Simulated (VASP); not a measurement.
# EuO (Fm-3m) in VASP: notebook

EuO is run at these levels: PBEsol+U, LDA+U, PBE+D3(BJ)+U; tasks: single point.

All numbers are computed with VASP 6.6.1; they aren't measurements. Logs are shortened: lines on timing, memory, paths and dates and some standing lists are left out, and cuts for length are marked.

### 1 The cell of the first run

It takes space group Fm-3m (No. 225, cubic). Conventional cell: a = 5.084 Å, b = 5.084 Å, c = 5.084 Å, α = 90.00°, β = 90.00°, γ = 90.00°. Eu (site symmetry m-3m) has 6 O at 2.54 Å within 3.4 Å. Within 3.4 Å of O (site symmetry m-3m) lie 6 Eu at 2.54 Å.

### 2 Single point, PBEsol+U, collinear spin, ferromagnetic start (16.43 Å³/atom)

The input, INCAR:

```
  PREC = Accurate
  ENCUT = 600
  EDIFF = 1E-6
  ISMEAR = 0
  SIGMA = 0.05
  LREAL = False
  LASPH = True
  NELM = 200
  ALGO = Normal
  ISIF = 2
  LWAVE = False
  LCHARG = True
  ISPIN = 2
  MAGMOM = 7.4 -0.1
  LORBIT = 11
  LMAXMIX = 6
  LDAU = True
  LDAUTYPE = 2
  LDAUL = 3 -1
  LDAUU = 6 0
  LDAUJ = 0 0
  LDAUPRINT = 1
  GGA = PS
  LELF = True
  LVHAR = True
  NBANDS = 22
  GGA_COMPAT = False
```

The input, KPOINTS:

```
Automatic mesh
0
Gamma
  8 8 8
```

The input, POSCAR:

```
EuO
1.0
    0.0000000000      2.5420095249      2.5420095249
    2.5420095249      0.0000000000      2.5420095249
    2.5420095249      2.5420095249      0.0000000000
Eu O
1 1
Direct
    0.5000000000      0.5000000000      0.5000000000
    0.0000000000      0.0000000000      0.0000000000
```

Potentials or basis: VASP PAW PBE potentials, release 64 (Eu, O).

Started as:

```
cat potpaw_PBE.64/Eu/POTCAR potpaw_PBE.64/O/POTCAR > POTCAR
mpirun -np 1 vasp_std > vasp.out
```

OUTCAR:

```text
PREC = Accurate
   ENCUT = 600
   EDIFF = 1E-6
   ISMEAR = 0
   LREAL = False
   LASPH = True
   NELM = 200
   ISIF = 2
   ISPIN = 2
   LORBIT = 11
   GGA = PS

 ion  position               nearest neighbor table
   1  0.500  0.500  0.500-   2 2.54   2 2.54   2 2.54   2 2.54   2 2.54   2 2.54
   2  0.000  0.000  0.000-   1 2.54   1 2.54   1 2.54   1 2.54   1 2.54   1 2.54

  LATTYP: Found a face centered cubic cell.
 ALAT       =     5.0840190498

  Lattice vectors:

 A1 = (   0.0000000000,   2.5420095249,   2.5420095249)
 A2 = (   2.5420095249,   0.0000000000,   2.5420095249)
 A3 = (   2.5420095249,   2.5420095249,   0.0000000000)

Analysis of symmetry for initial positions (statically):
=====================================================================
 Subroutine PRICEL returns:
 Original cell was already a primitive cell.

 Routine SETGRP: Setting up the symmetry group for a
 face centered cubic supercell.

 Subroutine GETGRP returns: Found 48 space group operations
 (whereof 48 operations were pure point group operations)
 out of a pool of 48 trial point group operations.

The static configuration has the point symmetry O_h .

Analysis of symmetry for dynamics (positions and initial velocities):
=====================================================================
 Subroutine PRICEL returns:
 Original cell was already a primitive cell.

 Routine SETGRP: Setting up the symmetry group for a
 face centered cubic supercell.

 Subroutine GETGRP returns: Found 48 space group operations
 (whereof 48 operations were pure point group operations)
 out of a pool of 48 trial point group operations.

The dynamic configuration has the point symmetry O_h .
[... 188 lines left out ...]
  o =  0.0051  v =  0.0000  0.0000  0.0000  0.0000  0.0000  0.0000  0.0000  0.0004 -0.0000  0.0003 -1.0000  0.0006 -0.0000 -0.0007      0.0000  0.0000  0.0000  0.0000  0.0000  0.0000  0.0000  0.0000  0.0000  0.0000  0.0000  0.0000  0.0000  0.0000
  o =  0.9578  v =  0.0000 -1.0000  0.0000  0.0000 -0.0000 -0.0000 -0.0000  0.0000  0.0000  0.0000  0.0000  0.0000  0.0000  0.0000      0.0000  0.0000  0.0000  0.0000  0.0000  0.0000  0.0000  0.0000  0.0000  0.0000  0.0000  0.0000  0.0000  0.0000
  o =  0.9688  v = -0.0001  0.0000 -0.0001  0.9985 -0.0333 -0.0000  0.0429  0.0000  0.0000  0.0000  0.0000  0.0000  0.0000  0.0000      0.0000  0.0000  0.0000  0.0000  0.0000  0.0000  0.0000  0.0000  0.0000  0.0000  0.0000  0.0000  0.0000  0.0000
  o =  0.9688  v = -0.0011  0.0000 -0.0009 -0.0543 -0.6115 -0.0000  0.7894  0.0000  0.0000  0.0000  0.0000  0.0000  0.0000  0.0000      0.0000  0.0000  0.0000  0.0000  0.0000  0.0000  0.0000  0.0000  0.0000  0.0000  0.0000  0.0000  0.0000  0.0000
  o =  0.9688  v =  0.7906  0.0000  0.6124  0.0000 -0.0009  0.0000  0.0011  0.0000  0.0000  0.0000  0.0000  0.0000  0.0000  0.0000      0.0000  0.0000  0.0000  0.0000  0.0000  0.0000  0.0000  0.0000  0.0000  0.0000  0.0000  0.0000  0.0000  0.0000
  o =  0.9733  v = -0.0009 -0.0000  0.0012  0.0000  0.0564  0.9974  0.0437  0.0000  0.0000  0.0000  0.0000  0.0000  0.0000  0.0000      0.0000  0.0000  0.0000  0.0000  0.0000  0.0000  0.0000  0.0000  0.0000  0.0000  0.0000  0.0000  0.0000  0.0000
  o =  0.9733  v = -0.6123  0.0000  0.7905  0.0000  0.0075 -0.0022  0.0058  0.0000  0.0000  0.0000  0.0000  0.0000  0.0000  0.0000      0.0000  0.0000  0.0000  0.0000  0.0000  0.0000  0.0000  0.0000  0.0000  0.0000  0.0000  0.0000  0.0000  0.0000
  o =  0.9733  v = -0.0059  0.0000  0.0076 -0.0000 -0.7885  0.0714 -0.6108  0.0000  0.0000  0.0000  0.0000  0.0000  0.0000  0.0000      0.0000  0.0000  0.0000  0.0000  0.0000  0.0000  0.0000  0.0000  0.0000  0.0000  0.0000  0.0000  0.0000  0.0000

 number of electron      23.0000000 magnetization       7.0000002

 Free energy of the ion-electron system (eV)
  ---------------------------------------------------
  ext. energy  EPLUGINS =         0.00000000
  ---------------------------------------------------
  free energy    TOTEN  =       -21.76724702 eV

  energy without entropy =      -21.76710619  energy(sigma->0) =      -21.76717660

 E-fermi :   3.7430     XC(G=0): -11.2131

 val. band max:        3.6836866183   @ k =   0.1250   0.1250   0.0000
 cond. band min:       3.7738153681   @ k =   0.0000   0.0000   0.0000
 fundamental gap:      0.0901287499
 Fermi energy:         3.7429870811

 spin component 1

 k-point     1 :       0.0000    0.0000    0.0000
  band No.  band energies     occupation
      1     -35.9339      1.00000
      2     -14.4537      1.00000
      3     -14.4537      1.00000
      4     -14.4537      1.00000
      5     -13.9722      1.00000
      6       0.5800      1.00000
[... 1193 lines left out ...]
     21      15.9787      0.00000
     22      16.1482      0.00000

 [... further k-points ...]
[... 5 lines left out ...]
  --------------------------------------------------------------------------------------
  -------------------------------------------------------------------------------------
  Total       -0.1497233     -0.1497233     -0.1497233      0.0000000      0.0000000      0.0000000
  in kB       -7.3019430     -7.3019430     -7.3019430      0.0000000      0.0000000      0.0000000
  external PRESSURE =      -7.3019430 kB  Pullay stress =       0.0000000 kB

 VOLUME and BASIS-vectors are now :
 -----------------------------------------------------------------------------
  energy-cutoff  :      600.00
  volume of cell :       32.85
      direct lattice vectors                 reciprocal lattice vectors
     0.000000000  2.542009525  2.542009525    -0.196694778  0.196694778  0.196694778
     2.542009525  0.000000000  2.542009525     0.196694778 -0.196694778  0.196694778
     2.542009525  2.542009525  0.000000000     0.196694778  0.196694778 -0.196694778

 POSITION                                       TOTAL-FORCE (eV/Angst)
 -----------------------------------------------------------------------------------
      2.54201      2.54201      2.54201        -0.000000     -0.000000     -0.000000
      0.00000      0.00000      0.00000         0.000000      0.000000      0.000000
 -----------------------------------------------------------------------------------
    total drift:                                0.000000     -0.000000      0.000000

  FREE ENERGIE OF THE ION-ELECTRON SYSTEM (eV)
  ---------------------------------------------------
  free  energy   TOTEN  =       -21.7672470182 eV

  energy  without entropy=      -21.7671061852  energy(sigma->0) =      -21.76717660

 total charge

# of ion       s       p       d       f       tot
--------------------------------------------------
    1        2.030   5.771   0.333   6.794  14.929
    2        1.547   3.397   0.000   0.000   4.945
--------------------------------------------------
tot          3.578   9.168   0.333   6.794  19.873

 magnetization (x)

# of ion       s       p       d       f       tot
--------------------------------------------------
    1       -0.011  -0.099   0.082   6.757   6.730
    2       -0.006  -0.098   0.000   0.000  -0.104
--------------------------------------------------
tot         -0.017  -0.197   0.082   6.757   6.626
```

Run time: 97 s. Hardware: 1 thread of Intel Xeon 8259CL, shared host; peak memory 0.23 GiB.

Results:

```yaml
Free_energy: -21.7672 eV
Pressure: -0.7 GPa
Band_gap_on_the_k_mesh: zero (filled and empty bands overlap)
Net_moment: 7.00 μB per cell
Site_moments: Eu +6.73; O -0.10 μB
Valence_electrons_inside_the_program's_atomic_spheres: Eu 14.93; O 4.95
```

Eigenvalues of the final occupation matrices:
| site | spin | trace | eigenvalues |
| --- | --- | --- | --- |
| site 1 f | 1 | 6.78 | 0.96 0.97 0.97 0.97 0.97 0.97 0.97 |
| site 1 f | 2 | 0.02 | 0.00 0.00 0.00 0.00 0.01 0.01 0.01 |

Caveat: the PAW data sets were made with another functional, which shifts forces and pressure a little; spin-orbit coupling is left out, which moves the levels of the heavy elements; a cell with one magnetic atom can't hold antiferromagnetic order, which such compounds often take.

### 3 Single point, LDA+U, collinear spin, ferromagnetic start (16.42 Å³/atom)

The input, INCAR:

```
PREC     = Accurate       # precision mode
ENCUT    = 600            # plane-wave cutoff, eV
EDIFF    = 1E-6           # SCF threshold, eV
ISMEAR   = 0              # smearing method
SIGMA    = 0.05           # smearing width, eV
LREAL    = False          # projectors in reciprocal space
LASPH    = True           # aspherical terms in the spheres
NELM     = 200            # most SCF steps
ALGO     = Normal         # electronic algorithm
ISIF     = 2              # what is computed and relaxed
LWAVE    = False          # write WAVECAR
LCHARG   = False          # write CHGCAR
ISPIN    = 2              # spin polarisation
MAGMOM   = 7.4 -0.08      # initial moments
LORBIT   = 11             # projections on sites
LMAXMIX  = 6              # l up to which the mixer works
LDAU     = True           # DFT+U
LDAUTYPE = 2            
LDAUL    = 3 -1           # shell
LDAUU    = 6 0            # U, eV
LDAUJ    = 0 0          
LDAUPRINT= 1            
GGA      = CA             # functional
NBANDS   = 22             # bands
GGA_COMPAT= False
```

KPOINTS is that of step 2.

The input, POSCAR:

```
EuO
1.0
    0.0000000000      2.5418976383      2.5418976383
    2.5418976383      0.0000000000      2.5418976383
    2.5418976383      2.5418976383      0.0000000000
Eu O
1 1
Direct
    0.5000000000      0.5000000000      0.5000000000
    0.0000000000      0.0000000000      0.0000000000
```

Potentials or basis: VASP PAW PBE potentials, release 64 (Eu, O).

Started as:

```
cat potpaw_PBE.64/Eu/POTCAR potpaw_PBE.64/O/POTCAR > POTCAR
mpirun -np 1 vasp_std > vasp.out
```

Wall time 90 s (1 thread of Intel Xeon 8259CL, shared host); peak memory 0.2 GiB.

The run converged. Its results:

- Free energy: -22.1390 eV
- Pressure: -4.3 GPa
- Band gap on the k mesh: zero (filled and empty bands overlap)
- Net moment: 7.00 μB per cell
- Site moments: Eu +6.74; O -0.09 μB
- Valence electrons inside the program's atomic spheres: Eu 14.90; O 4.93

Levels at points of the mesh, in eV from the Fermi level:
Spin up:
```tsv
k point	band 11	band 12	band 13	band 14	band 15	band 16	band 17	band 18	band 19	band 20
(0.00, 0.00, 0.00)	-0.50	-0.50	0.03	0.03	0.03	0.97	2.78	2.78	2.78	5.12
(0.50, 0.00, 0.00)	-0.75	-0.53	-0.53	-0.49	-0.49	3.48	5.71	5.71	6.12	9.21
(0.50, 0.50, 0.00)	-0.62	-0.62	-0.49	-0.29	-0.15	-0.15	4.78	7.14	7.96	8.18
```
Spin down:
```csv
k point,band 5,band 6,band 7,band 8,band 9,band 10,band 11,band 12
"(0.00, 0.00, 0.00)",-15.89,-2.75,-2.75,-2.75,1.57,3.63,3.63,3.63
"(0.50, 0.00, 0.00)",-14.71,-5.00,-4.00,-4.00,3.98,6.19,6.63,6.63
"(0.50, 0.50, 0.00)",-16.41,-2.73,-2.67,-2.67,0.41,5.58,7.61,8.30
```

Eigenvalues of the final occupation matrices:
```tsv
site	spin	trace	eigenvalues
site 1 f	1	6.78	0.96 0.97 0.97 0.97 0.97 0.97 0.97
site 1 f	2	0.02	0.00 0.00 0.00 0.00 0.01 0.01 0.01
```

Caveat: the cell stands under tension; the PAW data sets were made with another functional, which shifts forces and pressure a little; spin-orbit coupling is left out, which moves the levels of the heavy elements; a cell with one magnetic atom can't hold antiferromagnetic order, which such compounds often take. The state reached can hang on the start; a lower one may exist.

### 4 Single point, PBE+D3(BJ)+U, collinear spin, ferromagnetic start (16.51 Å³/atom)

This run uses another cell than the first one, of 16.51 Å³/atom.

The input, INCAR:

```
SYSTEM = EuO
ALGO = Normal
EDIFF = 1E-6
ENCUT = 600
GGA = PE
GGA_COMPAT = .False.
ISIF = 2
ISMEAR = 0
ISPIN = 2
IVDW = 12
LASPH = .True.
LCHARG = .False.
LDAU = .True.
LDAUJ = 0 0
LDAUL = 3 -1
LDAUPRINT = 1
LDAUTYPE = 2
LDAUU = 6 0
LMAXMIX = 6
LORBIT = 11
LREAL = .False.
LWAVE = .False.
MAGMOM = 7.41 -0.09
NBANDS = 22
NELM = 200
PREC = Accurate
SIGMA = 0.05
```

The input, KPOINTS:

```
k-points
0
Gamma
  8 8 8
  0 0 0
```

The input, POSCAR:

```
EuO
1.0
    0.0000000000      2.5464175587      2.5464175587
    2.5464175587      0.0000000000      2.5464175587
    2.5464175587      2.5464175587      0.0000000000
Eu O
1 1
Direct
    0.5000000000      0.5000000000      0.5000000000
    0.0000000000      0.0000000000      0.0000000000
```

Started as:

```
cat potpaw_PBE.64/Eu/POTCAR potpaw_PBE.64/O/POTCAR > POTCAR
mpirun -np 1 vasp_std > vasp.out
```

It took 95 s on 1 thread of Intel Xeon 8259CL, shared host; peak memory 0.24 GiB.

It converged, with:

```yaml
Free_energy: -21.6653 eV
Pressure: 1.3 GPa
Band_gap_on_the_k_mesh: zero (filled and empty bands overlap)
Net_moment: 7.00 μB per cell
Site_moments: Eu +6.72; O -0.10 μB
Valence_electrons_inside_the_program's_atomic_spheres: Eu 14.97; O 4.97
Dispersion_energy_per_atom: -0.275 eV
```

Levels at points of the mesh, in eV from the Fermi level:
Spin up:
| k point | band 13 | band 14 | band 15 | band 16 | band 17 | band 18 |
| --- | --- | --- | --- | --- | --- | --- |
| (0.00, 0.00, 0.00) | 0.03 | 0.03 | 0.03 | 1.01 | 2.91 | 2.91 |
| (0.50, 0.00, 0.00) | -0.53 | -0.49 | -0.49 | 3.55 | 5.77 | 5.77 |
| (0.50, 0.50, 0.00) | -0.50 | -0.15 | -0.15 | -0.15 | 4.83 | 7.19 |
Spin down:
```tsv
k point	band 4	band 5	band 6	band 7	band 8	band 9	band 10	band 11	band 12	band 13
(0.00, 0.00, 0.00)	-15.89	-15.89	-2.69	-2.69	-2.69	1.85	3.89	3.89	3.89	6.33
(0.50, 0.00, 0.00)	-16.00	-14.89	-4.84	-3.90	-3.90	4.21	6.53	6.82	6.82	9.10
(0.50, 0.50, 0.00)	-16.39	-16.39	-2.69	-2.63	-2.63	0.75	5.73	7.97	8.44	9.51
```

Eigenvalues of the final occupation matrices:
```tsv
site	spin	trace	eigenvalues
site 1 f	1	6.80	0.96 0.97 0.97 0.97 0.97 0.97 0.97
site 1 f	2	0.02	0.00 0.00 0.00 0.00 0.01 0.01 0.01
```

Caveat: spin-orbit coupling is left out, which moves the levels of the heavy elements; a cell with one magnetic atom can't hold antiferromagnetic order, which such compounds often take.

### 5 Single point, PBEsol+U, collinear spin, ferromagnetic start (16.66 Å³/atom)

This run uses another cell than the first one, of 16.66 Å³/atom.

The input, INCAR:

```
SYSTEM = EuO
PREC     = Accurate       ! precision mode
ENCUT    = 600            ! plane-wave cutoff, eV
EDIFF    = 1E-6           ! SCF threshold, eV
ISMEAR   = 0              ! smearing method
SIGMA    = 0.05           ! smearing width, eV
LREAL    = .FALSE.        ! projectors in reciprocal space
LASPH    = .TRUE.         ! aspherical terms in the spheres
NELM     = 200            ! most SCF steps
ALGO     = Normal         ! electronic algorithm
ISIF     = 2              ! what is computed and relaxed
LWAVE    = .FALSE.        ! write WAVECAR
LCHARG   = .TRUE.         ! write CHGCAR
ISPIN    = 2              ! spin polarisation
MAGMOM   = 7.41 -0.1      ! initial moments
LORBIT   = 11             ! projections on sites
LMAXMIX  = 6              ! l up to which the mixer works
LDAU     = .TRUE.         ! DFT+U
LDAUTYPE = 2            
LDAUL    = 3 -1           ! shell
LDAUU    = 6 0            ! U, eV
LDAUJ    = 0 0          
LDAUPRINT= 1            
GGA      = PS             ! functional
LELF     = .TRUE.         ! ELF
LVHAR    = .TRUE.       
NBANDS   = 22             ! bands
GGA_COMPAT= .FALSE.
```

The input, KPOINTS:

```
regular mesh
0
G
  8 8 8
  0 0 0
```

The input, POSCAR:

```
EuO
1.0
    0.0000000000      2.5539196891      2.5539196891
    2.5539196891      0.0000000000      2.5539196891
    2.5539196891      2.5539196891      0.0000000000
Eu O
1 1
Direct
    0.5000000000      0.5000000000      0.5000000000
    0.0000000000      0.0000000000      0.0000000000
```

Started as:

```
cat potpaw_PBE.64/Eu/POTCAR potpaw_PBE.64/O/POTCAR > POTCAR
mpirun -np 1 vasp_std > vasp.out
```

Wall time 98 s (1 thread of Intel Xeon 8259CL, shared host); peak memory 0.23 GiB.

Results (log left out):

```yaml
Free_energy: -21.7638 eV
Pressure: -2.0 GPa
Band_gap_on_the_k_mesh: zero (filled and empty bands overlap)
Net_moment: 7.00 μB per cell
Site_moments: Eu +6.73; O -0.10 μB
Valence_electrons_inside_the_program's_atomic_spheres: Eu 14.92; O 4.94
```

Levels at points of the mesh, in eV from the Fermi level:
Spin up:
```tsv
k point	band 13	band 14	band 15	band 16	band 17	band 18
(0.00, 0.00, 0.00)	0.03	0.03	0.03	0.82	2.82	2.82
(0.50, 0.00, 0.00)	-0.52	-0.49	-0.48	3.47	5.70	5.70
(0.50, 0.50, 0.00)	-0.49	-0.24	-0.15	-0.15	4.70	7.11
```
Spin down:
```tsv
k point	band 4	band 5	band 6	band 7	band 8	band 9	band 10	band 11	band 12	band 13
(0.00, 0.00, 0.00)	-15.88	-15.88	-2.70	-2.70	-2.70	1.65	3.81	3.81	3.81	6.23
(0.50, 0.00, 0.00)	-15.98	-14.85	-4.87	-3.90	-3.90	4.11	6.33	6.74	6.74	9.00
(0.50, 0.50, 0.00)	-16.37	-16.37	-2.72	-2.64	-2.64	0.66	5.60	7.79	8.35	9.42
```

Eigenvalues of the final occupation matrices:
```
    site  spin  trace                         eigenvalues
site 1 f     1   6.79  0.96 0.97 0.97 0.97 0.97 0.97 0.97
site 1 f     2   0.02  0.00 0.00 0.00 0.00 0.00 0.00 0.00
```

Caveat: the PAW data sets were made with another functional, which shifts forces and pressure a little; spin-orbit coupling is left out, which moves the levels of the heavy elements; a cell with one magnetic atom can't hold antiferromagnetic order, which such compounds often take. The state reached can hang on the start; a lower one may exist.

### 6 Overview

| level | cell | gap on the mesh (eV) | pressure (GPa) | moment (μB) |
| --- | --- | --- | --- | --- |
| PBEsol+U | a = 3.595 Å, angles 60.0°, 2 atoms | none | -0.7 | 7.00 |
| LDA+U | a = 3.595 Å, angles 60.0°, 2 atoms | none | -4.3 | 7.00 |
| PBE+D3(BJ)+U | a = 3.601 Å, angles 60.0°, 2 atoms | none | 1.3 | 7.00 |
| PBEsol+U | a = 3.612 Å, angles 60.0°, 2 atoms | none | -2.0 | 7.00 |

Alike in all rows: task single point; potentials or basis VASP PAW PBE potentials, release 64 (Eu, O); spin collinear, ferromagnetic start; Eu f U = 6.0 eV; k mesh 8 × 8 × 8; cutoff (eV) 600; smearing gaussian 0.05 eV.

Caveats: spin-orbit coupling is left out, which moves the levels of the heavy elements; a cell with one magnetic atom can't hold antiferromagnetic order, which such compounds often take; the PAW data sets were made with another functional, which shifts forces and pressure a little (at least some runs); the cell stands under tension (at least some runs).

Total energies depend on the potentials used, so only differences within one code and one set of settings carry meaning.
